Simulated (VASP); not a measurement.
# Rh2O5 (cubic X2O5 type) (Pn-3m) in VASP: notebook

The runs below take Rh2O5 (cubic X2O5 type) through single point, with PBE.

All numbers are computed with VASP 6.6.1; they aren't measurements. Logs are shortened: lines on timing, memory, paths and dates and some standing lists are left out, and cuts for length are marked.

## 1. The cell of the first run

It takes space group Pn-3m (No. 224, cubic). Conventional cell: a = 5.176 Å, b = 5.176 Å, c = 5.176 Å, α = 90.00°, β = 90.00°, γ = 90.00°. Within 3.0 Å of Rh (site symmetry -3m) lie 12 O at 2.24 to 2.59 Å. O (site symmetry -3m) has 6 O at 2.24 Å and 6 Rh at 2.59 Å within 3.0 Å. O (site symmetry -42m) has 4 Rh at 2.24 Å and 8 O at 2.24 to 2.59 Å within 3.0 Å.

## 2. Single point, PBE

INCAR

```
SYSTEM = Rh2O5
PREC     = Accurate       ! precision mode
ENCUT    = 520            ! plane-wave cutoff, eV
EDIFF    = 1E-7           ! SCF threshold, eV
ISMEAR   = -1             ! smearing method
SIGMA    = 0.06122561905347299 ! smearing width, eV
LREAL    = .FALSE.        ! projectors in reciprocal space
LASPH    = .TRUE.         ! aspherical terms in the spheres
NELM     = 100            ! most SCF steps
ALGO     = Normal         ! electronic algorithm
ISIF     = 2              ! what is computed and relaxed
LWAVE    = .FALSE.        ! write WAVECAR
LCHARG   = .TRUE.         ! write CHGCAR
GGA      = PE             ! functional
LELF     = .TRUE.         ! ELF
LVHAR    = .TRUE.       
NBANDS   = 73             ! bands
```

KPOINTS

```
Automatic mesh
0
G
  11 11 11
  0 0 0
```

POSCAR

```
Rh2O5
1.0
    5.1758465259      0.0000000000      0.0000000000
    0.0000000000      5.1758465259      0.0000000000
    0.0000000000      0.0000000000      5.1758465259
Rh O
4 10
Direct
    0.0000000000      0.0000000000      0.0000000000
    0.5000000000      0.5000000000      0.0000000000
    0.5000000000      0.0000000000      0.5000000000
    0.0000000000      0.5000000000      0.5000000000
    0.5000000000      0.0000000000      0.0000000000
    0.0000000000      0.5000000000      0.0000000000
    0.0000000000      0.0000000000      0.5000000000
    0.5000000000      0.5000000000      0.5000000000
    0.7500000000      0.7500000000      0.2500000000
    0.7500000000      0.2500000000      0.7500000000
    0.2500000000      0.7500000000      0.7500000000
    0.7500000000      0.2500000000      0.2500000000
    0.2500000000      0.7500000000      0.2500000000
    0.2500000000      0.2500000000      0.7500000000
```

Potentials or basis: VASP PAW PBE potentials, release 64 (Rh_pv, O).

Launch:

```sh
> cat potpaw_PBE.64/Rh_pv/POTCAR potpaw_PBE.64/O/POTCAR > POTCAR
> mpirun -np 1 vasp_std > vasp.out
```

OUTCAR:

```text
SYSTEM = Rh2O5
   PREC = Accurate
   ENCUT = 520
   EDIFF = 1E-7
   ISMEAR = -1
   LREAL = .FALSE.
   LASPH = .TRUE.
   NELM = 100
   ISIF = 2
   GGA = PE

 ion  position               nearest neighbor table
   1  0.000  0.000  0.000-   9 2.24  10 2.24  11 2.24  12 2.24  13 2.24  14 2.24   5 2.59   6 2.59
                             7 2.59   7 2.59   6 2.59   5 2.59
   2  0.500  0.500  0.000-   9 2.24  10 2.24  11 2.24  12 2.24  13 2.24  14 2.24   5 2.59   6 2.59
                             8 2.59   8 2.59   5 2.59   6 2.59
   3  0.500  0.000  0.500-   9 2.24  10 2.24  11 2.24  12 2.24  13 2.24  14 2.24   5 2.59   7 2.59
                             8 2.59   5 2.59   8 2.59   7 2.59
   4  0.000  0.500  0.500-   9 2.24  10 2.24  11 2.24  12 2.24  13 2.24  14 2.24   6 2.59   7 2.59
                             8 2.59   6 2.59   7 2.59   8 2.59
   5  0.500  0.000  0.000-   1 2.59   2 2.59   3 2.59   3 2.59   2 2.59   1 2.59
   6  0.000  0.500  0.000-   1 2.59   2 2.59   4 2.59   4 2.59   1 2.59   2 2.59
   7  0.000  0.000  0.500-   1 2.59   3 2.59   4 2.59   1 2.59   4 2.59   3 2.59
   8  0.500  0.500  0.500-   2 2.59   3 2.59   4 2.59   2 2.59   3 2.59   4 2.59
   9  0.750  0.750  0.250-   1 2.24   2 2.24   3 2.24   4 2.24
  10  0.750  0.250  0.750-   1 2.24   2 2.24   3 2.24   4 2.24
  11  0.250  0.750  0.750-   1 2.24   2 2.24   3 2.24   4 2.24
  12  0.750  0.250  0.250-   1 2.24   2 2.24   3 2.24   4 2.24
  13  0.250  0.750  0.250-   1 2.24   2 2.24   3 2.24   4 2.24
  14  0.250  0.250  0.750-   1 2.24   2 2.24   3 2.24   4 2.24

  LATTYP: Found a simple cubic cell.
 ALAT       =     5.1758465259

  Lattice vectors:

 A1 = (   5.1758465259,   0.0000000000,   0.0000000000)
 A2 = (   0.0000000000,   5.1758465259,   0.0000000000)
 A3 = (   0.0000000000,   0.0000000000,   5.1758465259)

Analysis of symmetry for initial positions (statically):
=====================================================================
 Subroutine PRICEL returns:
 Original cell was already a primitive cell.

 Routine SETGRP: Setting up the symmetry group for a
 simple cubic supercell.

 Subroutine GETGRP returns: Found 48 space group operations
 (whereof 12 operations were pure point group operations)
 out of a pool of 48 trial point group operations.

The static configuration has the point symmetry D_3d.
 The point group associated with its full space group is O_h .

Analysis of symmetry for dynamics (positions and initial velocities):
=====================================================================
 Subroutine PRICEL returns:
 Original cell was already a primitive cell.

 Routine SETGRP: Setting up the symmetry group for a
[... 149 lines left out ...]
   IMIX   =      4    mixing-type and parameters
     AMIX     =   0.40;   BMIX     =  1.00
     AMIX_MAG =   1.60;   BMIX_MAG =  1.00
  volume/ion in A,a.u.               =       9.90        66.84
  Fermi-wavevector in a.u.,A,eV,Ry     =   1.560105  2.948171 33.115600  2.433928
  Thomas-Fermi vector in A             =   2.663366
   LORBIT       =      0    0 simple, 1 ext, 2 COOP (PROOUT), +10 PAW based schemes
   GGA     = PE    functional components
   LHFCALC =     F    Hartree Fock is set to
   AEXX    =    0.0000 exact exchange contribution
   IVDW    =     0    specifies the selected vdW correction
   LEPSILON=     F    determine dielectric tensor
   LRPA    =     F    only Hartree local field effects (RPA)
 non-spin polarized calculation
  energy-cutoff  :      520.00
  volume of cell :      138.66
 maximum number of plane-waves:      3779
 NGX is ok and might be reduce to    40
   NGX = 19   NGY = 19   NGZ = 19

 number of electron     120.0000095 magnetization

 Free energy of the ion-electron system (eV)
  ---------------------------------------------------
  ext. energy  EPLUGINS =         0.00000000
  ---------------------------------------------------
  free energy    TOTEN  =       -68.59310732 eV

  energy without entropy =      -68.39705560  energy(sigma->0) =      -68.49508146

 E-fermi :   6.0825     XC(G=0): -12.5161

 val. band max:        6.0805360364   @ k =   0.2727   0.1818   0.1818
 cond. band min:       6.0861788650   @ k =   0.1818   0.1818   0.1818
 fundamental gap:      0.0056428287
 Fermi energy:         6.0825167987

 k-point     1 :       0.0000    0.0000    0.0000
  band No.  band energies     occupation
      1     -40.8546      2.00000
      2     -40.8546      2.00000
      3     -40.8366      2.00000
      4     -40.8366      2.00000
      5     -40.8366      2.00000
      6     -40.8297      2.00000
[... 1789 lines left out ...]
     71       7.8123      0.00000
     72       7.9362      0.00000

 [... further k-points ...]

 [bands above 72 left out]

------------------------ aborting loop because EDIFF is reached ----------------------------------------

  FORCE on cell =-STRESS in cart. coord.  units (eV):
  Direction    XX          YY          ZZ          XY          YZ          ZX
  --------------------------------------------------------------------------------------
  -------------------------------------------------------------------------------------
  Total       -9.2608325     -9.2608325     -9.2608325      0.0000000     -0.0000000      0.0000000
  in kB     -107.0080482   -107.0080482   -107.0080482      0.0000000     -0.0000000      0.0000000
  external PRESSURE =    -107.0080482 kB  Pullay stress =       0.0000000 kB

 VOLUME and BASIS-vectors are now :
 -----------------------------------------------------------------------------
  energy-cutoff  :      520.00
  volume of cell :      138.66
      direct lattice vectors                 reciprocal lattice vectors
     5.175846526  0.000000000  0.000000000     0.193205111  0.000000000  0.000000000
     0.000000000  5.175846526  0.000000000     0.000000000  0.193205111  0.000000000
     0.000000000  0.000000000  5.175846526     0.000000000  0.000000000  0.193205111

 POSITION                                       TOTAL-FORCE (eV/Angst)
 -----------------------------------------------------------------------------------
      0.00000      0.00000      0.00000         0.000000      0.000000     -0.000000
      2.58792      2.58792      0.00000         0.000000      0.000000     -0.000000
      2.58792      0.00000      2.58792         0.000000      0.000000     -0.000000
      0.00000      2.58792      2.58792         0.000000      0.000000     -0.000000
      2.58792      0.00000      0.00000         0.000000      0.000000     -0.000000
      0.00000      2.58792      0.00000         0.000000      0.000000     -0.000000
      0.00000      0.00000      2.58792         0.000000      0.000000     -0.000000
      2.58792      2.58792      2.58792         0.000000      0.000000     -0.000000
      3.88188      3.88188      1.29396        -0.000000      0.000000      0.000000
      3.88188      1.29396      3.88188        -0.000000      0.000000      0.000000
      1.29396      3.88188      3.88188         0.000000     -0.000000     -0.000000
      3.88188      1.29396      1.29396         0.000000     -0.000000      0.000000
      1.29396      3.88188      1.29396        -0.000000      0.000000      0.000000
      1.29396      1.29396      3.88188        -0.000000     -0.000000     -0.000000
 -----------------------------------------------------------------------------------
    total drift:                               -0.000000      0.000000     -0.000000

  FREE ENERGIE OF THE ION-ELECTRON SYSTEM (eV)
  ---------------------------------------------------
  free  energy   TOTEN  =       -68.5931073244 eV

  energy  without entropy=      -68.3970555992  energy(sigma->0) =      -68.49508146
```

OSZICAR:

```text
N       E                     dE             d eps       ncg     rms          rms(c)
DAV:   1     0.133384495534E+04    0.13338E+04   -0.71570E+04  8464   0.176E+03
DAV:   2     0.196812267092E+01   -0.13319E+04   -0.12714E+04  9106   0.511E+02
DAV:   3    -0.922367159650E+02   -0.94205E+02   -0.87833E+02  9364   0.133E+02
[... 12 lines left out ...]
DAV:  16    -0.685931091642E+02    0.14062E-04   -0.97375E-05  8282   0.474E-02    0.129E-02
DAV:  17    -0.685931095364E+02   -0.37225E-06   -0.86187E-06  8903   0.144E-02    0.159E-02
DAV:  18    -0.685931075268E+02    0.20096E-05   -0.30995E-06  7885   0.801E-03    0.563E-03
DAV:  19    -0.685931073651E+02    0.16176E-06   -0.73830E-07  7901   0.376E-03    0.121E-03
DAV:  20    -0.685931073244E+02    0.40691E-07   -0.24049E-08  4178   0.900E-04
   1 F= -.68593107E+02 E0= -.68495081E+02  d E =-.196052E+00
```

stdout:

```text
POSCAR found type information on POSCAR RhO
 POSCAR found :  2 types and      14 ions
 scaLAPACK will be used
 LDA part: xc-table for (Slater+PW92), standard interpolation
 POSCAR, INCAR and KPOINTS ok, starting setup
 FFT: planning ... GRIDC
 FFT: planning ... GRID_SOFT
 FFT: planning ... GRID
 WAVECAR not read
 entering main loop
```

Wall time 22 min (1 thread of Intel Xeon 8259CL, shared host); peak memory 0.51 GiB.

Results:

```yaml
Free_energy: -68.5931 eV
Pressure: -10.7 GPa
Band_gap_on_the_k_mesh: zero (bands 60 and 61 overlap by 0.87 eV)
```

Caveat: the cell stands under tension.

## 3. Single point, PBE

This run uses another cell than the first one, of 8.78 Å³/atom.

INCAR

```
  PREC = Accurate
  ENCUT = 520
  EDIFF = 1E-7
  ISMEAR = -1
  SIGMA = 0.06122561905347299
  LREAL = F
  LASPH = T
  NELM = 80
  ALGO = Normal
  ISIF = 2
  LWAVE = F
  LCHARG = T
  GGA = PE
  LELF = T
  LVHAR = T
  NBANDS = 73
```

KPOINTS

```
Automatic mesh
0
Gamma
  8 8 8
```

POSCAR, as its differences from that of step 2:

```diff
@@ -2,5 +2,5 @@
 1.0
-    5.1758465259      0.0000000000      0.0000000000
-    0.0000000000      5.1758465259      0.0000000000
-    0.0000000000      0.0000000000      5.1758465259
+    4.9726594704      0.0000000000      0.0000000000
+    0.0000000000      4.9726594704      0.0000000000
+    0.0000000000      0.0000000000      4.9726594704
 Rh O
```

Potentials or basis: VASP PAW PBE potentials, release 64 (Rh_pv, O).

Launch:

```sh
> cat potpaw_PBE.64/Rh_pv/POTCAR potpaw_PBE.64/O/POTCAR > POTCAR
> mpirun -np 1 vasp_std > vasp.out
```

OUTCAR:

```text
PREC = Accurate
   ENCUT = 520
   EDIFF = 1E-7
   ISMEAR = -1
   LREAL = F
   LASPH = T
   NELM = 80
   ISIF = 2
   GGA = PE

 ion  position               nearest neighbor table
   1  0.000  0.000  0.000-   9 2.15  10 2.15  11 2.15  12 2.15  13 2.15  14 2.15   5 2.49   6 2.49
                             7 2.49   7 2.49   6 2.49   5 2.49
   2  0.500  0.500  0.000-   9 2.15  10 2.15  11 2.15  12 2.15  13 2.15  14 2.15   5 2.49   6 2.49
                             8 2.49   8 2.49   5 2.49   6 2.49
   3  0.500  0.000  0.500-   9 2.15  10 2.15  11 2.15  12 2.15  13 2.15  14 2.15   5 2.49   7 2.49
                             8 2.49   5 2.49   8 2.49   7 2.49
   4  0.000  0.500  0.500-   9 2.15  10 2.15  11 2.15  12 2.15  13 2.15  14 2.15   6 2.49   7 2.49
                             8 2.49   6 2.49   7 2.49   8 2.49
   5  0.500  0.000  0.000-   1 2.49   2 2.49   3 2.49   3 2.49   2 2.49   1 2.49
   6  0.000  0.500  0.000-   1 2.49   2 2.49   4 2.49   4 2.49   1 2.49   2 2.49
   7  0.000  0.000  0.500-   1 2.49   3 2.49   4 2.49   1 2.49   4 2.49   3 2.49
   8  0.500  0.500  0.500-   2 2.49   3 2.49   4 2.49   2 2.49   3 2.49   4 2.49
   9  0.750  0.750  0.250-   1 2.15   2 2.15   3 2.15   4 2.15
  10  0.750  0.250  0.750-   1 2.15   2 2.15   3 2.15   4 2.15
  11  0.250  0.750  0.750-   1 2.15   2 2.15   3 2.15   4 2.15
  12  0.750  0.250  0.250-   1 2.15   2 2.15   3 2.15   4 2.15
  13  0.250  0.750  0.250-   1 2.15   2 2.15   3 2.15   4 2.15
  14  0.250  0.250  0.750-   1 2.15   2 2.15   3 2.15   4 2.15

  LATTYP: Found a simple cubic cell.
 ALAT       =     4.9726594704

  Lattice vectors:

 A1 = (   4.9726594704,   0.0000000000,   0.0000000000)
 A2 = (   0.0000000000,   4.9726594704,   0.0000000000)
 A3 = (   0.0000000000,   0.0000000000,   4.9726594704)

Analysis of symmetry for initial positions (statically):
=====================================================================
 Subroutine PRICEL returns:
 Original cell was already a primitive cell.

 Routine SETGRP: Setting up the symmetry group for a
[... 182 lines left out ...]
   NGX = 19   NGY = 19   NGZ = 19

 number of electron     119.9999945 magnetization

 Free energy of the ion-electron system (eV)
  ---------------------------------------------------
  ext. energy  EPLUGINS =         0.00000000
  ---------------------------------------------------
  free energy    TOTEN  =       -68.49685245 eV

  energy without entropy =      -68.33793522  energy(sigma->0) =      -68.41739383

 E-fermi :   7.9533     XC(G=0): -13.2487

 val. band max:        7.9438527154   @ k =   0.3750   0.3750   0.0000
 cond. band min:       7.9537943385   @ k =   0.1250   0.0000   0.0000
 fundamental gap:      0.0099416232
 Fermi energy:         7.9533064682

 k-point     1 :       0.0000    0.0000    0.0000
  band No.  band energies     occupation
      1     -39.3672      2.00000
      2     -39.3672      2.00000
      3     -39.3337      2.00000
      4     -39.3337      2.00000
      5     -39.3337      2.00000
      6     -39.3212      2.00000
[... 1789 lines left out ...]
     71       9.7854      0.00000
     72       9.9386      0.00000

 [... further k-points ...]

 [bands above 72 left out]

------------------------ aborting loop because EDIFF is reached ----------------------------------------

  FORCE on cell =-STRESS in cart. coord.  units (eV):
  Direction    XX          YY          ZZ          XY          YZ          ZX
  --------------------------------------------------------------------------------------
  -------------------------------------------------------------------------------------
  Total       11.5116802     11.5116802     11.5116802      0.0000000     -0.0000000      0.0000000
  in kB      149.9971953    149.9971953    149.9971953      0.0000000     -0.0000000      0.0000000
  external PRESSURE =     149.9971953 kB  Pullay stress =       0.0000000 kB

 VOLUME and BASIS-vectors are now :
 -----------------------------------------------------------------------------
  energy-cutoff  :      520.00
  volume of cell :      122.96
      direct lattice vectors                 reciprocal lattice vectors
     4.972659470  0.000000000  0.000000000     0.201099634  0.000000000  0.000000000
     0.000000000  4.972659470  0.000000000     0.000000000  0.201099634  0.000000000
     0.000000000  0.000000000  4.972659470     0.000000000  0.000000000  0.201099634

 POSITION                                       TOTAL-FORCE (eV/Angst)
 -----------------------------------------------------------------------------------
      0.00000      0.00000      0.00000         0.000000      0.000000     -0.000000
      2.48633      2.48633      0.00000         0.000000      0.000000     -0.000000
      2.48633      0.00000      2.48633         0.000000      0.000000     -0.000000
      0.00000      2.48633      2.48633         0.000000      0.000000     -0.000000
      2.48633      0.00000      0.00000         0.000000      0.000000     -0.000000
      0.00000      2.48633      0.00000         0.000000      0.000000     -0.000000
      0.00000      0.00000      2.48633         0.000000      0.000000     -0.000000
      2.48633      2.48633      2.48633         0.000000      0.000000     -0.000000
      3.72949      3.72949      1.24316        -0.000000     -0.000000     -0.000000
      3.72949      1.24316      3.72949        -0.000000     -0.000000      0.000000
      1.24316      3.72949      3.72949        -0.000000     -0.000000      0.000000
      3.72949      1.24316      1.24316         0.000000     -0.000000     -0.000000
      1.24316      3.72949      1.24316         0.000000      0.000000     -0.000000
      1.24316      1.24316      3.72949         0.000000      0.000000     -0.000000
 -----------------------------------------------------------------------------------
    total drift:                               -0.000000      0.000000     -0.000000

  FREE ENERGIE OF THE ION-ELECTRON SYSTEM (eV)
  ---------------------------------------------------
  free  energy   TOTEN  =       -68.4968524505 eV

  energy  without entropy=      -68.3379352169  energy(sigma->0) =      -68.41739383
```

stdout:

```text
POSCAR found type information on POSCAR RhO
 POSCAR found :  2 types and      14 ions
 scaLAPACK will be used
 LDA part: xc-table for (Slater+PW92), standard interpolation
 POSCAR, INCAR and KPOINTS ok, starting setup
 FFT: planning ... GRIDC
 FFT: planning ... GRID_SOFT
 FFT: planning ... GRID
 WAVECAR not read
 entering main loop
```

Wall time 4.7 min (1 thread of Intel Xeon Platinum 8488C (Sapphire Rapids), shared host); peak memory 0.37 GiB.

Results:

* Free energy: -68.4969 eV
* Pressure: 15.0 GPa
* Band gap on the k mesh: zero (bands 60 and 61 overlap by 1.06 eV)

Caveat: the cell stands under pressure.

## 4. Single point, PBE

This run uses another cell than the first one, of 8.97 Å³/atom.

INCAR

```
PREC = Accurate
ENCUT = 520
EDIFF = 1E-6
ISMEAR = -1
SIGMA = 0.06122561905347299
LREAL = F
LASPH = T
NELM = 60
ALGO = Normal
ISIF = 2
LWAVE = F
LCHARG = T
GGA = PE
LELF = T
LVHAR = T
NBANDS = 73
```

KPOINTS is that of step 3.

POSCAR, as its differences from that of step 3:

```diff
@@ -2,5 +2,5 @@
 1.0
-    4.9726594704      0.0000000000      0.0000000000
-    0.0000000000      4.9726594704      0.0000000000
-    0.0000000000      0.0000000000      4.9726594704
+    5.0076793529      0.0000000000      0.0000000000
+    0.0000000000      5.0076793529      0.0000000000
+    0.0000000000      0.0000000000      5.0076793529
 Rh O
```

Launch:

```sh
> cat potpaw_PBE.64/Rh_pv/POTCAR potpaw_PBE.64/O/POTCAR > POTCAR
> mpirun -np 1 vasp_std > vasp.out
```

Wall time 4.3 min (1 thread of Intel Xeon Platinum 8488C (Sapphire Rapids), shared host); peak memory 0.37 GiB.

It converged, with:

| Quantity | Value |
| --- | --- |
| Free energy | -68.7012 eV |
| Pressure | 9.4 GPa |
| Band gap on the k mesh | zero (bands 60 and 61 overlap by 1.02 eV) |

Levels at points of the mesh, in eV from the Fermi level:
```tsv
k point	band 56	band 57	band 58	band 59	band 60	band 61	band 62	band 63	band 64	band 65
(0.00, 0.00, 0.00)	-0.82	-0.82	-0.61	-0.61	-0.61	-0.23	-0.23	-0.23	0.04	0.04
(0.50, 0.00, 0.00)	-1.34	-1.02	-1.02	-0.87	-0.87	0.13	0.13	0.71	0.71	0.98
(0.50, 0.50, 0.00)	-0.55	0.19	0.19	0.31	0.31	0.37	0.37	0.52	0.52	0.84
(0.50, 0.50, 0.50)	0.31	0.31	0.31	0.39	0.40	0.40	0.46	0.46	0.46	0.85
```

Caveat: the cell stands under pressure.

(Continued in part 2 of 2.)

The gap in the log of VASP goes by the Fermi energy; the results here count the filled bands.